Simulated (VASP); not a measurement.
# Ag (Im-3m) in VASP: notebook

Ag is run at these levels: PBE; tasks: relaxation of cell and atoms.

Program: VASP 6.6.1. These are calculated values, not measurements. Logs are shortened: lines on timing, memory, paths and dates and some standing lists are left out, and cuts for length are marked.

### Step 1. The cell of the first run

The structure is cubic, space group Im-3m (No. 229). Conventional cell: a = 3.084 Å, b = 3.084 Å, c = 3.084 Å, α = 90.00°, β = 90.00°, γ = 90.00°. Ag (site symmetry m-3m) has 14 Ag at 2.67 to 3.08 Å within 3.5 Å.

### Step 2. Relaxation of cell and atoms, PBE, target pressure 31 GPa, at which the enthalpy is minimised

Input file INCAR:

```
PREC = Accurate
ENCUT = 600
EDIFF = 1E-6
ISMEAR = -1
SIGMA = 0.08
LREAL = False
LASPH = True
NELM = 60
ALGO = Normal
ISIF = 3
LWAVE = False
LCHARG = False
GGA = PE
IBRION = 2
NSW = 60
EDIFFG = -0.005
PSTRESS = 310.0
```

Input file KPOINTS:

```
regular mesh
0
Gamma
  17 17 17
```

Input file POSCAR:

```
Ag
1.0
   -1.5420629260      1.5420629260      1.5420629260
    1.5420629260     -1.5420629260      1.5420629260
    1.5420629260      1.5420629260     -1.5420629260
Ag
1
Direct
    0.0000000000      0.0000000000      0.0000000000
```

Potentials or basis: VASP PAW PBE potentials, release 64 (Ag).

Started as:

```sh
> cat potpaw_PBE.64/Ag/POTCAR > POTCAR
> mpirun -np 1 vasp_std > vasp.out
```

OUTCAR:

```text
PREC = Accurate
   ENCUT = 600
   EDIFF = 1E-6
   ISMEAR = -1
   LREAL = False
   LASPH = True
   NELM = 60
   ISIF = 3
   GGA = PE
   IBRION = 2
   NSW = 60
   EDIFFG = -0.005
   PSTRESS = 310.0

 ion  position               nearest neighbor table
   1  0.000  0.000  0.000-

  LATTYP: Found a body centered cubic cell.
 ALAT       =     3.0841258520

  Lattice vectors:

 A1 = (  -1.5420629260,   1.5420629260,   1.5420629260)
 A2 = (   1.5420629260,  -1.5420629260,   1.5420629260)
 A3 = (   1.5420629260,   1.5420629260,  -1.5420629260)

Analysis of symmetry for initial positions (statically):
=====================================================================
 Subroutine PRICEL returns:
 Original cell was already a primitive cell.

 Routine SETGRP: Setting up the symmetry group for a
 body centered cubic supercell.

 Subroutine GETGRP returns: Found 48 space group operations
 (whereof 48 operations were pure point group operations)
 out of a pool of 48 trial point group operations.

The static configuration has the point symmetry O_h .

Analysis of symmetry for dynamics (positions and initial velocities):
=====================================================================
 Subroutine PRICEL returns:
 Original cell was already a primitive cell.

 Routine SETGRP: Setting up the symmetry group for a
 body centered cubic supercell.

 Subroutine GETGRP returns: Found 48 space group operations
 (whereof 48 operations were pure point group operations)
 out of a pool of 48 trial point group operations.

The dynamic configuration has the point symmetry O_h .

 Subroutine INISYM returns: Found 48 space group operations
 (whereof 48 operations are pure point group operations),
 and found     1 'primitive' translations

----------------------------------------------------------------------------------------

                                     Primitive cell

  volume of cell :      14.6678

  direct lattice vectors                    reciprocal lattice vectors
    -1.542062926  1.542062926  1.542062926     0.000000000  0.324240984  0.324240984
     1.542062926 -1.542062926  1.542062926     0.324240984  0.000000000  0.324240984
     1.542062926  1.542062926 -1.542062926     0.324240984  0.324240984  0.000000000

  length of vectors
     2.670931336  2.670931336  2.670931336     0.458545997  0.458545997  0.458545997

  position of ions in fractional coordinates (direct lattice)
     0.000000000  0.000000000  0.000000000

  ion indices of the primitive-cell ions
   primitive index   ion index
                 1           1

----------------------------------------------------------------------------------------

 KPOINTS: regular mesh

Automatic generation of k-mesh.
 Grid dimensions read from file:
 generate k-points for:   17   17   17

 Generating k-lattice:

  Cartesian coordinates                     Fractional coordinates (reciprocal lattice)
     0.000000000  0.019072999  0.019072999     0.058823529  0.000000000  0.000000000
     0.019072999  0.000000000  0.019072999     0.000000000  0.058823529  0.000000000
     0.019072999  0.019072999  0.000000000     0.000000000  0.000000000  0.058823529

  Length of vectors
     0.026973294  0.026973294  0.026973294

  Shift w.r.t. Gamma in fractional coordinates (k-lattice)
     0.000000000  0.000000000  0.000000000

 Subroutine IBZKPT returns following result:
 ===========================================

 Found    165 irreducible k-points:

 Following reciprocal coordinates:
            Coordinates               Weight
  0.000000  0.000000  0.000000      1.000000
  0.058824  0.000000  0.000000     12.000000
  0.117647  0.000000  0.000000     12.000000
  0.176471  0.000000  0.000000     12.000000
  0.235294  0.000000  0.000000     12.000000
  0.294118  0.000000  0.000000     12.000000
[... 16 lines left out ...]
  0.411765  0.117647  0.000000     48.000000
  0.176471  0.176471  0.000000     24.000000
 [... further k-points ...]
   k-points           NKPTS =    165   k-points in BZ     NKDIM =    165   number of bands    NBANDS=      9
   number of dos      NEDOS =    301   number of ions     NIONS =      1
   total plane-waves  NPLWV =  13824
   dimension x,y,z NGX =    24 NGY =   24 NGZ =   24
   dimension x,y,z NGXF=    48 NGYF=   48 NGZF=   48
   ions per type =               1
   NGX,Y,Z   is equivalent  to a cutoff of  14.94, 14.94, 14.94 a.u.
   NGXF,Y,Z  is equivalent  to a cutoff of  29.88, 29.88, 29.88 a.u.
 SYSTEM =  unknown system
   PREC   = accura    normal or accurate (medium, high low for compatibility)
   ISTART =      0    job   : 0-new  1-cont  2-samecut
   ICHARG =      2    charge: 1-file 2-atom 10-const
   ISPIN  =      1    spin polarized calculation?
   LNONCOLLINEAR =      F non collinear calculations
   LSORBIT =      F    spin-orbit coupling
   LASPH  =      T    aspherical Exc in radial PAW
   ENCUT  =  600.0 eV  44.10 Ry    6.64 a.u.   5.33  5.33  5.33*2*pi/ulx,y,z
   NELM   =     60;   NELMIN=  2; NELMDL= -5     # of ELM steps
   EDIFF  = 0.1E-05   stopping-criterion for ELM
   LREAL  =      F    real-space projection
   EDIFFG = -.5E-02   stopping-criterion for IOM
   NSW    =     60    number of steps for IOM
   IBRION =      2    ionic relax: 0-MD 1-quasi-New 2-CG
   NFREE  =      1    steps in history (QN), initial steepest desc. (CG)
   ISIF   =      3    stress and relaxation
   ISYM   =      2    0-nonsym 1-usesym 2-fastsym
   POTIM  = 0.5000    time-step for ionic-motion
   TEBEG  =    0.0;   TEEND  =   0.0 temperature during run
   PSTRESS=  310.0 pullay stress
   NELECT =      11.0000    total number of electrons
   NUPDOWN=      -1.0000    fix difference up-down
   EMIN   =  10.00;   EMAX   =-10.00  energy-range for DOS
   EFERMI =   0.00;   METHOD = LEGACY
   ISMEAR =    -1;   SIGMA  =   0.08  broadening in eV -4-tet -1-fermi 0-gaus
   EFERMI_NEDOS =   21; number of points for ismear=-14 and -15
   IALGO  =     38    algorithm
   IMIX   =      4    mixing-type and parameters
     AMIX     =   0.40;   BMIX     =  1.00
     AMIX_MAG =   1.60;   BMIX_MAG =  1.00
  volume/ion in A,a.u.               =      14.67        98.98
  Fermi-wavevector in a.u.,A,eV,Ry     =   1.487363  2.810708 30.099470  2.212249
  Thomas-Fermi vector in A             =   2.600533
   LORBIT       =      0    0 simple, 1 ext, 2 COOP (PROOUT), +10 PAW based schemes
   GGA     = PE    functional components
   LHFCALC =     F    Hartree Fock is set to
   AEXX    =    0.0000 exact exchange contribution
   IVDW    =     0    specifies the selected vdW correction
   LEPSILON=     F    determine dielectric tensor
   LRPA    =     F    only Hartree local field effects (RPA)
 conjugate gradient relaxation of ions
 non-spin polarized calculation
  energy-cutoff  :      600.00
  volume of cell :       14.67
 maximum number of plane-waves:       499
 NGX is ok and might be reduce to    24
   NGX = 11   NGY = 11   NGZ = 11

--------------------------------------- Ionic step        1  -------------------------------------------

 number of electron      10.9999998 magnetization

 Free energy of the ion-electron system (eV)
  ---------------------------------------------------
  ext. energy  EPLUGINS =         0.00000000
  ---------------------------------------------------
  free energy    TOTEN  =        -2.43014539 eV

  energy without entropy =       -2.42537285  energy(sigma->0) =       -2.42775912

------------------------ aborting loop because EDIFF is reached ----------------------------------------

  FORCE on cell =-STRESS in cart. coord.  units (eV):
  Direction    XX          YY          ZZ          XY          YZ          ZX
  --------------------------------------------------------------------------------------
  -------------------------------------------------------------------------------------
  Total        2.9093049      2.9093049      2.9093049     -0.0000000      0.0000000     -0.0000000
  in kB      317.7851044    317.7851044    317.7851044     -0.0000000      0.0000000     -0.0000000
  external PRESSURE =       7.7851044 kB  Pullay stress =     310.0000000 kB
[... 59 lines left out ...]
  enthalpy is  TOTEN    =         0.4083545893 eV   P V=        2.8674079777

--------------------------------------- Ionic step        3  -------------------------------------------

 number of electron      10.9999997 magnetization

 Free energy of the ion-electron system (eV)
  ---------------------------------------------------
  ext. energy  EPLUGINS =         0.00000000
  ---------------------------------------------------
  free energy    TOTEN  =        -2.43892269 eV

  energy without entropy =       -2.43410436  energy(sigma->0) =       -2.43651353

 E-fermi :  10.6939     XC(G=0): -13.1147

 val. band max:       10.6168155260   @ k =   0.4706   0.0588   0.0000
 cond. band min:      10.7123290897   @ k =  -0.3529   0.4706   0.0588
 fundamental gap:      0.0955135636
 Fermi energy:        10.6939207648

 k-point     1 :       0.0000    0.0000    0.0000
  band No.  band energies     occupation
      1       1.7470      2.00000
      2       5.1109      2.00000
      3       5.1109      2.00000
      4       5.1109      2.00000
      5       6.8071      2.00000
      6       6.8071      2.00000
      7      29.0997      0.00000
      8      29.0997      0.00000
      9      29.0997      0.00000
[... 265 lines left out ...]
 k-point    24 :       0.1765    0.1765    0.0000
  band No.  band energies     occupation
      1       3.8850      2.00000
      2       4.7039      2.00000
      3       5.0045      2.00000
      4       6.4251      2.00000
      5       6.9775      2.00000
      6       7.8414      2.00000
      7      23.6969      0.00000
      8      23.8424      0.00000
      9      28.2708      0.00000

 [... further k-points ...]
[... 5 lines left out ...]
  --------------------------------------------------------------------------------------
  -------------------------------------------------------------------------------------
  Total        2.8428987      2.8428987      2.8428987      0.0000000     -0.0000000      0.0000000
  in kB      309.5859821    309.5859821    309.5859821      0.0000000     -0.0000000      0.0000000
  external PRESSURE =      -0.4140179 kB  Pullay stress =     310.0000000 kB
[... 16 lines left out ...]
  FREE ENERGIE OF THE ION-ELECTRON SYSTEM (eV)
  ---------------------------------------------------
  free  energy   TOTEN  =        -2.4389226935 eV

  energy  without entropy=       -2.4341043609  energy(sigma->0) =       -2.43651353

  enthalpy is  TOTEN    =         0.4077778843 eV   P V=        2.8467005778

 reached required accuracy - stopping structural energy minimisation
```

Wall time 14 s (1 thread of Intel Xeon 6975P-C (Granite Rapids), shared host); peak memory 0.16 GiB.

What came out:

| Item | Value |
| --- | --- |
| Free energy | -2.4389 eV |
| Relaxed volume | 14.71 Å³/atom |
| Relaxed cell | a = 2.674 Å, b = 2.674 Å, c = 2.674 Å, α = 109.47°, β = 109.47°, γ = 109.47° |
| Space group after relaxing (to 0.05 Å) | Im-3m (No. 229) |
| Energy change on relaxing (the enthalpy is what falls) | -8.8 meV/atom |
| Ionic steps | 3 |
| Pressure after relaxing | 31.0 GPa |

Step by step:
```
step  energy change (eV)  largest force (eV/Å)  pressure (GPa)  volume (Å³)
   1              0.0000                0.0000           31.78        14.67
   2             -0.0289                0.0000           29.33        14.82
   3             -0.0088                0.0000           30.96        14.71
```

Final structure:
```cif
data_structure
_symmetry_space_group_name_H-M 'P 1'
_symmetry_Int_Tables_number 1
_cell_length_a 2.6736
_cell_length_b 2.6736
_cell_length_c 2.6736
_cell_angle_alpha 109.471
_cell_angle_beta 109.471
_cell_angle_gamma 109.471
_cell_volume 14.71
loop_
_atom_site_label
_atom_site_type_symbol
_atom_site_fract_x
_atom_site_fract_y
_atom_site_fract_z
_atom_site_occupancy
Ag1 Ag 0.00000 0.00000 0.00000 1
```

Levels at points of the mesh, in eV from the Fermi level:
| k point | band 2 | band 3 | band 4 | band 5 | band 6 | band 7 | band 8 | band 9 |
| --- | --- | --- | --- | --- | --- | --- | --- | --- |
| (0.00, 0.00, 0.00) | -5.58 | -5.58 | -5.58 | -3.89 | -3.89 | 18.41 | 18.41 | 18.41 |

Caveat: the cell is relaxed towards a set pressure, so the enthalpy falls and the energy may rise.

### Step 3. Relaxation of cell and atoms, PBE, target pressure 31 GPa, at which the enthalpy is minimised

This run uses another cell than the first one, of 14.74 Å³/atom, 1.005 times its volume.

Input file INCAR:

```
ALGO = Normal
EDIFF = 1E-6
EDIFFG = -0.005
ENCUT = 600
GGA = PE
IBRION = 2
ISIF = 3
ISMEAR = -1
LASPH = True
LCHARG = False
LREAL = False
LWAVE = False
NELM = 80
NSW = 32
PREC = Accurate
PSTRESS = 310.0
SIGMA = 0.08
```

Input file KPOINTS:

```
k-points
0
Gamma
  17 17 17
```

Input file POSCAR:

```
Ag
1.0
   -1.5447310892      1.5447310892      1.5447310892
    1.5447310892     -1.5447310892      1.5447310892
    1.5447310892      1.5447310892     -1.5447310892
Ag
1
Direct
    0.0000000000      0.0000000000      0.0000000000
```

Potentials or basis: VASP PAW PBE potentials, release 64 (Ag).

Started as:

```sh
> cat potpaw_PBE.64/Ag/POTCAR > POTCAR
> mpirun -np 1 vasp_std > vasp.out
```

It took 50 s on 1 thread of AMD EPYC 9R45 (Zen 5), shared host; peak memory 0.13 GiB.

The run converged. Its results:

```
Free energy                                            : -2.4394 eV
Relaxed volume                                         : 14.71 Å³/atom
Relaxed cell                                           : a = 2.674 Å, b = 2.674 Å, c = 2.674 Å, α = 109.47°, β = 109.47°, γ = 109.47°
Space group after relaxing (to 0.05 Å)                 : Im-3m (No. 229)
Energy change on relaxing (the enthalpy is what falls) : +5.6 meV/atom
Ionic steps                                            : 3
Pressure after relaxing                                : 31.0 GPa
```

Step by step:
```
step  energy change (eV)  largest force (eV/Å)  pressure (GPa)  volume (Å³)
   1              0.0000                0.0000           30.51        14.74
   2              0.0189                0.0000           32.07        14.65
   3              0.0056                0.0000           31.02        14.71
```

Final structure:
```xyz
1
Lattice="-1.5437 1.5437 1.5437 1.5437 -1.5437 1.5437 1.5437 1.5437 -1.5437" Properties=species:S:1:pos:R:3 pbc="T T T"
Ag    0.0000    0.0000    0.0000
```

Levels at points of the mesh, in eV from the Fermi level:
| k point | band 4 | band 5 | band 6 | band 7 | band 8 | band 9 |
| --- | --- | --- | --- | --- | --- | --- |
| (0.00, 0.00, 0.00) | -5.58 | -3.89 | -3.89 | 18.41 | 18.41 | 18.41 |

Caveat: the cell is relaxed towards a set pressure, so the enthalpy falls and the energy may rise.
